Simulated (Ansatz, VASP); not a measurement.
One calculation of GaO, two programs

```xyz
2
Lattice="3.2566 0.0000 0.0000 0.0000 3.2566 0.0000 0.0000 0.0000 3.2566" Properties=species:S:1:pos:R:3 pbc="T T T"
Ga    1.6283    1.6283    1.6283
O     0.0000    0.0000    0.0000
```

Change from the starting cell: species swapped into the TbMg type (Pm-3m, No. 221).

Alike in both runs: task single point; functional PBE; k mesh 6 × 6 × 6; occupations gaussian, width 0.1 eV; no spin polarisation.

|  | VASP | Ansatz |
| --- | --- | --- |
| version | VASP 6.6.1 | Ansatz 0.2.0 |
| potentials or method | VASP PAW PBE potentials, release 64 (Ga_d, O), cutoff 520 eV | scalar-relativistic, plane waves, PAW |
| valence electrons in the cell | 19 | 19 |

Ansatz gave:

```
gap on the k mesh at the Fermi level (eV) : none
pressure (GPa)                            : -17.3
```

**Question.** Which values does VASP return?

**Answer.** gap on the k mesh at the Fermi level (eV): none; pressure (GPa): -17.4.

A gap of «none» marks a metal or a gap that the smearing closes.
